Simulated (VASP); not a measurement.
Wanted: the native input for a VASP 6.6.1 run.

```
Task                   : single point
Functional             : PBE
Potentials or basis    : VASP PAW PBE potentials, release 64 (K_sv, Br)
Cutoff                 : 520 eV
k mesh                 : 6 × 6 × 4
Occupations            : fermi-dirac, width 0.02 eV
Spin                   : no spin polarisation
Dipole correction      : no
Further INCAR settings : ALGO = Normal; EDIFF = 1e-06; NBANDS = 24
```

The structure of KBr lies in POSCAR:

```
KBr
1.0
    5.7590458888      0.0000000000      0.0000000000
   -2.8795229444      4.8658341866      0.0000000000
    0.0000000000      0.0000000000      6.5538300477
K Br
2 2
Direct
    0.3314544287      0.6629088574     -0.0625000000
    0.6685455713      0.3370911426      0.4375000000
    0.3312480962      0.6624961923      0.4375000000
    0.6687519038      0.3375038077      0.9375000000
```

This cell differs from its parent crystal: uniaxial x strain +2.5%.

One way to write it, as run:

INCAR

```
ALGO = Normal
EDIFF = 1E-6
ENCUT = 520
GGA = PE
ISIF = 2
ISMEAR = -1
LASPH = T
LCHARG = F
LREAL = F
LWAVE = F
NBANDS = 24
NELM = 100
PREC = Accurate
SIGMA = 0.02
```

KPOINTS

```
k-points
0
Gamma
  6 6 4
```

Potentials or basis: VASP PAW PBE potentials, release 64 (K_sv, Br).

Command:

```bash
$ cat potpaw_PBE.64/K_sv/POTCAR potpaw_PBE.64/Br/POTCAR > POTCAR
$ mpirun -np 1 vasp_std > vasp.out
```

Results of the run:

| Property | Result |
| --- | --- |
| Pressure | 0.1 GPa |
| Band gap on the k mesh | 4.15 eV, direct |

Caveat: the cell differs from its parent crystal (uniaxial x strain +2.5%).

Run time: 5.1 min on 1 thread of Oxide Virtual Turin-like Processor, with other jobs on the host, peak memory 0.35 GiB.
